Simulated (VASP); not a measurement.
Crystal: Mg2B3.

```
CELL_PARAMETERS angstrom
1.51999 0.87757 7.14215
-1.51999 0.87757 7.14215
0.00000 -1.75514 7.14215
ATOMIC_POSITIONS crystal
Mg 0.41734 0.41734 0.41734
Mg 0.58266 0.58266 0.58266
B 0.00000 0.00000 0.00000
B 0.16612 0.16612 0.16612
B 0.83388 0.83388 0.83388
```

The cell was generated, and may not be a known phase.

```yaml
Program: VASP 6.6.1
Task: relaxation of cell and atoms
Functional: PBE
Potentials_or_basis: VASP PAW PBE potentials, release 64 (Mg, B)
Cutoff: 600 eV
k_mesh: 12 × 12 × 12
Occupations: gaussian, width 0.1 eV
Spin: no spin polarisation
```

At the start: pressure -0.3 GPa; volume 11.43 Å³/atom.

Problem. Where does the relaxation end?

Solution. Over 7 steps the energy falls by 4.2 meV/atom and the volume is 11.35 Å³/atom (-0.8 %); space group R-3m (No. 166, to 0.1 Å) before and after.

Step by step:
```tsv
step	energy change (eV)	largest force (eV/Å)	pressure (GPa)	volume (Å³)
1	0.0000	0.2919	-0.30	57.16
2	-0.0101	0.2207	-0.14	56.98
3	-0.0194	0.0293	0.46	56.48
4	-0.0197	0.0588	0.36	56.56
5	-0.0206	0.0155	-0.20	56.84
6	-0.0206	0.0139	-0.22	56.85
7	-0.0208	0.0038	0.04	56.73
```

Final structure:
```
Mg B
1.0
     1.52565    0.88083    7.03584
    -1.52565    0.88083    7.03584
     0.00000   -1.76166    7.03584
Mg B
2 3
Direct
  0.41470 0.41470 0.41470
  0.58530 0.58530 0.58530
  0.00000 0.00000 0.00000
  0.16599 0.16599 0.16599
  0.83401 0.83401 0.83401
```

Caveat: an odd number of electrons without spin polarisation forces a metal; a magnetic or distorted state may lie lower.
